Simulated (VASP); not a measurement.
**CuGe2: single point with r2SCAN**

Crystal: CuGe2.

```xyz
3
Lattice="2.8682 0.0000 0.0000 0.0000 2.8682 0.0000 0.0000 0.0000 5.9178" Properties=species:S:1:pos:R:3 pbc="T T T"
Ge    1.4341    1.4341    1.7458
Ge    1.4341    1.4341    4.1721
Cu    0.0000    0.0000    0.0000
```

```json
{"Program": "VASP 6.6.1", "Task": "single point", "Functional": "r2SCAN", "Potentials or basis": "VASP PAW PBE potentials, release 64 (Ge_d, Cu)", "Cutoff": "520 eV", "k mesh": "9 × 9 × 5", "Occupations": "tetrahedron", "Spin": "no spin polarisation"}
```

The pressure is 1.0 GPa. The largest force is 1.049 eV/Å. The band gap on the k mesh is zero (an odd number of electrons rules out a gap without spin polarisation).

Forces on the atoms (eV/Å):
```
Ge   0.000  0.000 -1.049
Ge   0.000  0.000  1.049
Cu   0.000  0.000  0.000
```

Stress tensor (GPa, compression positive):
```
-0.94  0.00  0.00
 0.00 -0.94  0.00
 0.00  0.00  4.88
```

Levels at points of the mesh, in eV from the Fermi level:
| k point | band 17 | band 18 | band 19 | band 20 | band 21 | band 22 | band 23 | band 24 |
| --- | --- | --- | --- | --- | --- | --- | --- | --- |
| (0.00, 0.00, 0.00) | -3.35 | -3.02 | 4.10 | 4.36 | 4.36 | 6.93 | 7.77 | 7.77 |

It took 2.3 min on 1 thread of Intel(R) Xeon(R) Platinum 8259CL CPU @ 2.50GHz (Skylake/Cascade Lake) (shared host), peak memory 0.2 GiB.

Caveat: the stress differs along the axes, from -1 to 5 GPa; the PAW data sets were made with another functional, which shifts forces and pressure a little; an odd number of electrons without spin polarisation forces a metal; a magnetic or distorted state may lie lower; tetrahedron occupations give inexact forces and stress in metals.
